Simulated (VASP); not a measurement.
Input of a VASP 6.6.1 run:

INCAR

```
PREC = Accurate ; ENCUT = 520
EDIFF = 1E-7 ; ISMEAR = 0
SIGMA = 0.02 ; LREAL = F
LASPH = T ; NELM = 80
ALGO = Normal ; ISIF = 2
LWAVE = F ; LCHARG = F
LDIPOL = T ; IDIPOL = 3
DIPOL = 0.5 0.5 0.500 ; GGA = PE
IVDW = 12 ; NBANDS = 18
```

Contents of KPOINTS:

```
Automatic mesh
0
Gamma
  9 9 1
```

The input POSCAR:

```
PtS2
1.0
    3.5890000000      0.0000000000      0.0000000000
   -1.7945000000      3.1081651742      0.0000000000
    0.0000000000      0.0000000000     30.8254864268
S Pt
2 1
Direct
    0.6666666667      0.3333333333      0.4590111902
    0.3333333333      0.6666666667      0.5409888098
    0.0000000000      0.0000000000      0.5000000000
```

Potentials or basis: VASP PAW PBE potentials, release 64 (S, Pt).

Run with:

```sh
$ cat potpaw_PBE.64/S/POTCAR potpaw_PBE.64/Pt/POTCAR > POTCAR
$ mpirun -np 1 vasp_std > vasp.out
```

(1) What does it give for the dispersion energy per atom?

(2) What does it give for the band gap on the k mesh?

(3) Predict the largest force.

Results:

(1) -0.267 eV.

(2) 1.76 eV (least direct gap 1.84 eV).

(3) 0.612 eV/Å.

Caveat: spin-orbit coupling is left out, which moves the levels of the heavy elements.
